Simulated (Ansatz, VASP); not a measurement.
**Two plane-wave programs on Si2Ni**

Contents of INCAR:

```
SYSTEM = Si2Ni
PREC     = Accurate       ! precision mode
ENCUT    = 520            ! plane-wave cutoff, eV
EDIFF    = 1E-6           ! SCF threshold, eV
ISMEAR   = 0              ! smearing method
SIGMA    = 0.15           ! smearing width, eV
LREAL    = .False.        ! projectors in reciprocal space
LASPH    = .True.         ! aspherical terms in the spheres
NELM     = 80             ! most SCF steps
ALGO     = Normal         ! electronic algorithm
ISIF     = 2              ! what is computed and relaxed
LWAVE    = .False.        ! write WAVECAR
LCHARG   = .False.        ! write CHGCAR
GGA      = PS             ! functional
NBANDS   = 16             ! bands
```

The input KPOINTS:

```
Automatic mesh
0
Gamma
  16 16 16
  0 0 0
```

File POSCAR:

```
Si2Ni
1.0
    0.0000000000      2.6957048548      2.6957048548
    2.6957048548      0.0000000000      2.6957048548
    2.6957048548      2.6957048548      0.0000000000
Si Ni
2 1
Direct
    0.3427401231      0.1572598769      0.1572598769
    0.8427401231      0.6572598769      0.6572598769
    0.0000000000      0.0000000000      0.0000000000
```

Input for Ansatz:

```yaml
crystal:
  lattice:
    - [0.0, 2.6957048548, 2.6957048548]
    - [2.6957048548, 0.0, 2.6957048548]
    - [2.6957048548, 2.6957048548, 0.0]
  atoms:
    - { symbol: Si, position: [0.3427401231, 0.1572598769, 0.1572598769] }
    - { symbol: Si, position: [0.8427401231, 0.6572598769, 0.6572598769] }
    - { symbol: Ni, position: [0.0, 0.0, 0.0] }
basis:
  ecutwfc: 420
kpoints:
  mp_grid: { grid: [16, 16, 16] }
hamiltonian:
  xc: pbesol
scf:
  occupations: { method: gaussian, width: 0.15 }
output:
  forces: true
  stress: true
  eigenvalues: true
```

Change from the starting cell: all Si atoms moved -0.500 Å, as atom 1 along Cartesian [1 0 0].

Alike in both runs: task single point; functional PBEsol; k mesh 16 × 16 × 16; occupations gaussian, width 0.15 eV; no spin polarisation.

|  | VASP | Ansatz |
| --- | --- | --- |
| version | VASP 6.6.1 | Ansatz 0.2.0 |
| potentials or method | VASP PAW PBE potentials, release 64 (Si, Ni), cutoff 520 eV | scalar-relativistic, plane waves, PAW |
| valence electrons in the cell | 18 | 26 |

|  | VASP | Ansatz | Ansatz less VASP |
| --- | --- | --- | --- |
| gap on the k mesh at the Fermi level (eV) | none | none | - |
| pressure (GPa) | 16.3 | 16.2 | -0.16 |
| traceless stress, the component that is largest in VASP (GPa) | -11.06 | -10.90 | +0.161 |
| rms of the force components (eV/Å) | 1.948 | 1.943 | -0.0057 |

VASP's potentials were made for PBE, not for PBEsol. Atom by atom the forces differ by 0.006 eV/Å (rms over components). A gap of «none» marks a metal or a gap that the smearing closes. VASP's potentials hold 18 valence electrons a cell and Ansatz's 26, so a difference there can come from the potentials and not from the codes.
